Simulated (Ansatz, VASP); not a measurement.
**One calculation of Re, two programs**

INCAR

```
  PREC = Accurate
  ENCUT = 600
  EDIFF = 1E-7
  ISMEAR = 0
  SIGMA = 0.1
  LREAL = False
  LASPH = True
  NELM = 120
  ALGO = Normal
  ISIF = 3
  LWAVE = False
  LCHARG = False
  GGA = PS
  IBRION = 2
  NSW = 80
  EDIFFG = -0.05
  GGA_COMPAT = False
  NELMIN = 4
```

KPOINTS

```
Automatic mesh
0
Gamma
  10 10 10
```

POSCAR

```
Re
1.0
   -1.4888652725      1.4888652725      1.4888652725
    1.4888652725     -1.4888652725      1.4888652725
    1.4888652725      1.4888652725     -1.4888652725
Re
1
Direct
    0.0000000000      0.0000000000      0.0000000000
```

Input for Ansatz:

```yaml
crystal:
  lattice:
    - [-1.4888652725, 1.4888652725, 1.4888652725]
    - [1.4888652725, -1.4888652725, 1.4888652725]
    - [1.4888652725, 1.4888652725, -1.4888652725]
  atoms:
    - { symbol: Re, position: [0.0, 0.0, 0.0] }
basis:
  ecutwfc: 420
kpoints:
  mp_grid: { grid: [10, 10, 10] }
hamiltonian:
  xc: pbesol
scf:
  occupations: { method: gaussian, width: 0.1 }
output:
  forces: true
  stress: true
  eigenvalues: true
relax:
  adjacent_minimum: "off"
  f_tol: 0.05
  max_steps: 60
  cell: { stress_tol: 0.5 }
```

Alike in both runs: task relaxation of cell and atoms; functional PBEsol; k mesh 10 × 10 × 10; occupations gaussian, width 0.1 eV; no spin polarisation.

|  | VASP | Ansatz |
| --- | --- | --- |
| version | VASP 6.6.1 | Ansatz 0.2.0 |
| potentials or method | VASP PAW PBE potentials, release 64 (Re), cutoff 600 eV | scalar-relativistic, plane waves, PAW |
| valence electrons in the cell | 7 | 15 |

VASP gave:

| Property | Result |
| --- | --- |
| gap on the k mesh at the Fermi level, each at its own relaxed structure (eV) | none |
| relaxed volume (Å³/atom) | 14.68 |
| relaxed length of the cell vector where the two differ most in proportion (Å) | 2.672 |

Which values does Ansatz return?

gap on the k mesh at the Fermi level, each at its own relaxed structure (eV): none; relaxed volume (Å³/atom): 14.67; relaxed length of the cell vector where the two differ most in proportion (Å): 2.671.

VASP's potentials were made for PBE, not for PBEsol. A gap of «none» marks a metal or a gap that the smearing closes. VASP's potentials hold 7 valence electrons a cell and Ansatz's 15, so a difference there can come from the potentials and not from the codes.

Spin-orbit coupling is off throughout.
